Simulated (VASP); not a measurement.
Input of a VASP 6.6.1 run:

The input INCAR:

```
PREC = Accurate
ENCUT = 520
EDIFF = 1E-6
ISMEAR = -1
SIGMA = 0.05
LREAL = False
LASPH = True
NELM = 60
ALGO = Normal
ISIF = 2
LWAVE = False
LCHARG = False
GGA = PS
NBANDS = 16
```

File KPOINTS:

```
Automatic mesh
0
Gamma
  8 8 8
```

File POSCAR:

```
CdSe
1.0
    0.0000000000      3.0287759606      3.0287759606
    3.0287759606      0.0000000000      3.0287759606
    3.0287759606      3.0287759606      0.0000000000
Cd Se
1 1
Direct
    0.0000000000      0.0000000000      0.0000000000
    0.2500000000      0.2500000000      0.2500000000
```

Potentials or basis: VASP PAW PBE potentials, release 64 (Cd, Se).

Command:

```bash
$ cat potpaw_PBE.64/Cd/POTCAR potpaw_PBE.64/Se/POTCAR > POTCAR
$ mpirun -np 1 vasp_std > vasp.out
```

Predict the pressure.

1.0 GPa.

What does it give for the band gap on the k mesh?

0.51 eV, direct.

Caveat: the PAW data sets were made with another functional, which shifts forces and pressure a little.
